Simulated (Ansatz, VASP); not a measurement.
# Two plane-wave programs on YAlC4N4

```
Y Al C N
1.0
     6.24137    0.00000    0.00000
     0.00000    6.24137    0.00000
     0.00000    0.00000    6.24137
Y Al C N
1 1 4 4
Direct
  0.50000 0.50000 0.50000
  0.00000 0.00000 0.00000
  0.18147 0.18147 0.18147
  0.18147 0.81853 0.81853
  0.81853 0.18147 0.81853
  0.81853 0.81853 0.18147
  0.29105 0.29105 0.29105
  0.29105 0.70895 0.70895
  0.70895 0.29105 0.70895
  0.70895 0.70895 0.29105
```

Alike in both runs: functional PBE; k mesh 6 × 6 × 6; occupations gaussian, width 0.1 eV; no spin polarisation.

Ansatz relaxed the structure, and its values are those at the end. VASP's run is a single point on that final structure, the one shown.

```csv
,VASP,Ansatz
version,VASP 6.6.1,Ansatz 0.2.0
potentials or method,"VASP PAW PBE potentials, release 64 (Y_sv, Al, C, N), cutoff 520 eV","scalar-relativistic, plane waves, PAW"
valence electrons in the cell,50,50
```

VASP gave:

- gap on the k mesh at the Fermi level (eV): none
- pressure (GPa): 0.2
- rms of the force components (eV/Å): 0.172

**Question.** Estimate Ansatz's values.

**Answer.** gap on the k mesh at the Fermi level (eV): none; pressure (GPa): 0.0; rms of the force components (eV/Å): 0.001.

A gap of «none» marks a metal or a gap that the smearing closes. One of these differences is far larger than is usual between the two programs; its cause wasn't traced.

Noted on VASP's run: the standard files for N, O and F lose accuracy on very short bonds.
